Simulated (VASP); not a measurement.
A run of VASP 6.6.1 is set up as follows.

The input INCAR:

```
SYSTEM = MgO2
ALGO = Normal
EDIFF = 1E-7
EDIFFG = -0.005
ENCUT = 600
GGA = PS
IBRION = 2
ISIF = 3
ISMEAR = 0
LASPH = .True.
LCHARG = .False.
LREAL = .False.
LWAVE = .False.
NELM = 100
NSW = 100
PREC = Accurate
SIGMA = 0.02
```

File KPOINTS:

```
k-points
0
Gamma
  12 12 12
  0 0 0
```

The input POSCAR:

```
MgO2
1.0
    1.6047610160      0.9265092046      3.4939788749
   -1.6047610160      0.9265092046      3.4939788749
    0.0000000000     -1.8530184092      3.4939788749
Mg O
1 2
Direct
    0.0000000000      0.0000000000      0.0000000000
    0.4287860000      0.4287860000      0.4287860000
    0.5712140000      0.5712140000      0.5712140000
```

Potentials or basis: VASP PAW PBE potentials, release 64 (Mg, O).

Run with:

```console
$ cat potpaw_PBE.64/Mg/POTCAR potpaw_PBE.64/O/POTCAR > POTCAR
$ mpirun -np 1 vasp_std > vasp.out
```

**Question.** Estimate the relaxed cell.

**Answer.** a = 3.909 Å, b = 3.909 Å, c = 3.909 Å, α = 47.69°, β = 47.69°, γ = 47.69°.

**Question.** What does it give for the band gap on the k mesh?

**Answer.** 2.40 eV.

**Question.** Estimate the relaxed volume.

**Answer.** 9.97 Å³/atom.

**Question.** What does it give for the space group after relaxing (to 0.1 Å)?

**Answer.** R-3m (No. 166).

The path:
```tsv
step	energy change (eV)	largest force (eV/Å)	pressure (GPa)	volume (Å³)
1	0.0000	0.1345	-5.19	31.17
2	-0.0107	0.6444	2.15	29.68
3	-0.0169	0.3284	-0.77	30.22
4	-0.0151	0.4634	1.08	29.58
5	-0.0205	0.0360	-0.01	29.93
6	-0.0207	0.0187	0.00	29.92
7	-0.0207	0.0007	0.01	29.90
```

Caveat: the PAW data sets were made with another functional, which shifts forces and pressure a little. A k mesh can miss the band edges.
